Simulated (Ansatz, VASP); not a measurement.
**SnSe in VASP and in Ansatz**

The input POSCAR:

```
SnSe
1.0
    0.0000000000      3.0100000000      3.0100000000
    3.0100000000      0.0000000000      3.0100000000
    3.0100000000      3.0100000000      0.0000000000
Sn Se
1 1
Direct
    0.0000000000      0.0000000000      0.0000000000
    0.5000000000      0.5000000000      0.5000000000
```

INCAR.step1

```
SYSTEM = SnSe
ALGO = Normal ; EDIFF = 1E-5
ENCUT = 600 ; GGA = PE
ISMEAR = -1 ; LASPH = .True.
LCHARG = .False. ; LREAL = .False.
LWAVE = .True. ; NBANDS = 17
NELM = 80 ; PREC = Accurate
SIGMA = 0.05
```

File INCAR.step2:

```
SYSTEM = SnSe
AEXX = 0.25 ; ALGO = Normal
EDIFF = 1E-6 ; EDIFFG = -0.01
ENCUT = 600 ; GGA = PE
HFSCREEN = 0.3 ; IBRION = 2
ISIF = 3 ; ISMEAR = -1
ISTART = 1 ; LASPH = .True.
LCHARG = .False. ; LHFCALC = .True.
LREAL = .False. ; LWAVE = .False.
NELM = 80 ; NSW = 60
PREC = Accurate ; PRECFOCK = Normal
SIGMA = 0.05
```

The input KPOINTS:

```
k-points
0
Gamma
  4 4 4
  0 0 0
```

The input input.yaml:

```yaml
crystal:
  lattice:
    - [0.0, 3.01, 3.01]
    - [3.01, 0.0, 3.01]
    - [3.01, 3.01, 0.0]
  atoms:
    - { symbol: Sn, position: [0.0, 0.0, 0.0] }
    - { symbol: Se, position: [0.5, 0.5, 0.5] }
hamiltonian:
  xc: { exchange: pbe, correlation: pbe, exx: { coeff: 0.25, omega: 0.3 } }
  pseudopotentials: { kind: paw }
kpoints:
  mp_grid: { grid: [4, 4, 4] }
scf:
  occupations: { method: fermi_dirac, width: 0.05 }
output:
  forces: true
  stress: true
relax:
  f_tol: 0.01
  max_steps: 40
  cell: { stress_tol: 0.05 }
```

Alike in both runs: task relaxation of cell and atoms; functional PBE-based screened hybrid with a share of 0.25 of exact exchange and HFSCREEN = 0.3; k mesh 4 × 4 × 4; occupations fermi-dirac, width 0.05 eV; no spin polarisation.

```csv
,VASP,Ansatz
version,VASP 6.6.1,Ansatz 0.2.0
potentials or method,"VASP PAW PBE potentials, release 64 (Sn_d, Se)",Ansatz PAW
plane-wave cutoff (eV),600,420
valence electrons in the cell,20,30
```

|  | VASP | Ansatz | Ansatz less VASP |
| --- | --- | --- | --- |
| gap on the k mesh at the Fermi level, each at its own relaxed structure (eV) | 0.66 | 0.66 | 0.000 |
| relaxed volume (Å³/atom) | 26.37 | 26.42 | +0.044 |
| relaxed length of the cell vector where the two differ most in proportion (Å) | 4.210 | 4.212 | +0.0024 |

VASP's potentials were made for PBE, not for PBE-based screened hybrid. VASP's potentials hold 20 valence electrons a cell and Ansatz's 30, so a difference there can come from the potentials and not from the codes.

The k mesh is coarse, so the values compare programs but aren't converged. Noted on Ansatz's run: the plane-wave basis is chosen anew once the cell has moved, so the energies of steps on either side of that aren't comparable.
